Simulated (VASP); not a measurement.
The system is Y.

```
Y
1.0
     3.64740    0.00000    0.00000
    -1.82370    3.15874    0.00000
     0.00000    0.00000    5.73060
Y
2
Direct
  0.66667 0.33333 0.75000
  0.33333 0.66667 0.25000
```

| Item | Value |
| --- | --- |
| Program | VASP 6.6.1 |
| Task | relaxation of cell and atoms |
| Functional | LDA |
| Potentials or basis | VASP PAW LDA potentials, release 64 (Y_sv) |
| Cutoff | 600 eV |
| k mesh | 8 × 8 × 5 |
| Occupations | fermi-dirac, width 0.05 eV |
| Spin | no spin polarisation |

At the start: pressure -3.9 GPa; volume 33.01 Å³/atom.

Q: Where does the relaxation end?

A: Over 7 steps the energy falls by 41.5 meV/atom and the volume is 29.77 Å³/atom (-9.8 %); space group P6_3/mmc (No. 194, to 0.1 Å) before and after.

Step by step:
```
step  energy change (eV)  largest force (eV/Å)  pressure (GPa)  volume (Å³)
   1              0.0000                0.0000           -3.87        66.02
   2             -0.0810                0.0000            0.67        58.70
   3             -0.0830                0.0000            0.01        59.58
   4             -0.0829                0.0000           -0.08        59.71
   5             -0.0830                0.0000           -0.08        59.69
   6             -0.0830                0.0000           -0.08        59.68
   7             -0.0831                0.0000            0.02        59.53
```

Final structure:
```
Y
1.0
     3.52426    0.00000    0.00000
    -1.76213    3.05210    0.00000
     0.00000    0.00000    5.53448
Y
2
Cartesian
  1.7621 1.0174 4.1509
  0.0000 2.0347 1.3836
```
